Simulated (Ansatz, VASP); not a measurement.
## P in VASP and in Ansatz

```
CELL_PARAMETERS angstrom
1.66943 -5.53695 0.00000
1.66943 5.53695 0.00000
0.00000 0.00000 4.60343
ATOMIC_POSITIONS crystal
P 0.90414 0.09586 0.58882
P 0.09586 0.90414 0.41118
P 0.59586 0.40414 0.08882
P 0.40414 0.59586 0.91118
```

Change from the starting cell: volume scaled by 1.04.

Alike in both runs: task single point; functional LDA; k mesh 8 × 8 × 6; occupations fermi-dirac, width 0.05 eV; no spin polarisation.

```csv
,VASP,Ansatz
version,VASP 6.6.1,Ansatz 0.2.0
potentials or method,"VASP PAW LDA potentials, release 64 (P), cutoff 520 eV","all-electron LAPW, scalar-relativistic"
```

Ansatz gave:

| Property | Result |
| --- | --- |
| gap on the k mesh at the Fermi level (eV) | 0.05 |
| least direct gap on the mesh (eV) | 0.05 |
| pressure (GPa) | -4.6 |
| traceless stress, the component that is largest in VASP (GPa) | -1.23 |
| rms of the force components (eV/Å) | 0.104 |

Q: Estimate VASP's values.

A: gap on the k mesh at the Fermi level (eV): 0.05; least direct gap on the mesh (eV): 0.05; pressure (GPa): -4.9; traceless stress, the component that is largest in VASP (GPa): -1.25; rms of the force components (eV/Å): 0.121.

LDA's correlation is that of Perdew and Zunger in VASP and of Perdew and Wang (1992) in Ansatz. Atom by atom the forces differ by 0.023 eV/Å (rms over components). Ansatz ran all-electron here, and VASP with PAW potentials.
